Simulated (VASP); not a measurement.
Set up this calculation in VASP 6.6.1, as the native input.

```yaml
Task: single point
Functional: r2SCAN
Potentials_or_basis: VASP PAW PBE potentials, release 64 (Ga_d, N)
Cutoff: 520 eV
k_mesh: 7 × 7 × 7
Occupations: fermi-dirac, width 0.05 eV
Spin: non-collinear spin, zero start, spin-orbit coupling
Starting_moments: "[[0.0, 0.0, 0.0], [0.0, 0.0, 0.0]] μB"
Dipole_correction: no
Further_INCAR_settings: ALGO = Normal; EDIFF = 1e-07; NBANDS = 30
```

GaN:

```
Ga N
1.0
     0.00000    2.25350    2.25350
     2.25350    0.00000    2.25350
     2.25350    2.25350    0.00000
Ga N
1 1
Cartesian
  0.0000 0.0000 0.0000
  1.1268 1.1268 1.1268
```

These files were run (other wordings do the same):

POSCAR

```
GaN
1.0
    0.0000000000      2.2535006075      2.2535006075
    2.2535006075      0.0000000000      2.2535006075
    2.2535006075      2.2535006075      0.0000000000
Ga N
1 1
Direct
    0.0000000000      0.0000000000      0.0000000000
    0.2500000000      0.2500000000      0.2500000000
```

INCAR.step1

```
SYSTEM = GaN
ALGO = Normal
EDIFF = 1E-4
ENCUT = 520
GGA = PE
GGA_COMPAT = .FALSE.
ISMEAR = -1
LASPH = .TRUE.
LCHARG = .FALSE.
LREAL = .FALSE.
LSORBIT = .TRUE.
LWAVE = .TRUE.
MAGMOM = 0 0 0 0 0 0
NBANDS = 30
NELM = 150
PREC = Accurate
SIGMA = 0.05
```

INCAR.step2

```
SYSTEM = GaN
ALGO = Normal
EDIFF = 1E-7
ENCUT = 520
GGA_COMPAT = .FALSE.
ISIF = 2
ISMEAR = -1
ISTART = 1
LASPH = .TRUE.
LCHARG = .FALSE.
LMIXTAU = .TRUE.
LORBIT = 11
LORBMOM = .TRUE.
LREAL = .FALSE.
LSORBIT = .TRUE.
LWAVE = .FALSE.
MAGMOM = 0 0 0 0 0 0
METAGGA = R2SCAN
NBANDS = 30
NELM = 150
PREC = Accurate
SIGMA = 0.05
```

KPOINTS

```
k-points
0
G
  7 7 7
  0 0 0
```

Potentials or basis: VASP PAW PBE potentials, release 64 (Ga_d, N).

Command:

```bash
$ cat potpaw_PBE.64/Ga_d/POTCAR potpaw_PBE.64/N/POTCAR > POTCAR
$ cp INCAR.step1 INCAR
$ mpirun -np 1 vasp_ncl > vasp.out
$ cp INCAR.step2 INCAR
$ mpirun -np 1 vasp_ncl > vasp.out
```

It gave:

| Item | Value |
| --- | --- |
| Pressure | -0.1 GPa |
| Net moment | 0.00 μB per cell |
| Valence electrons inside the program's atomic spheres | Ga 11.82; N 3.77 |

Caveat: the PAW data sets were made with another functional, which shifts forces and pressure a little.

Run time: 5.4 min on 1 thread of Intel Xeon 8259CL, with other jobs on the host, peak memory 0.23 GiB.
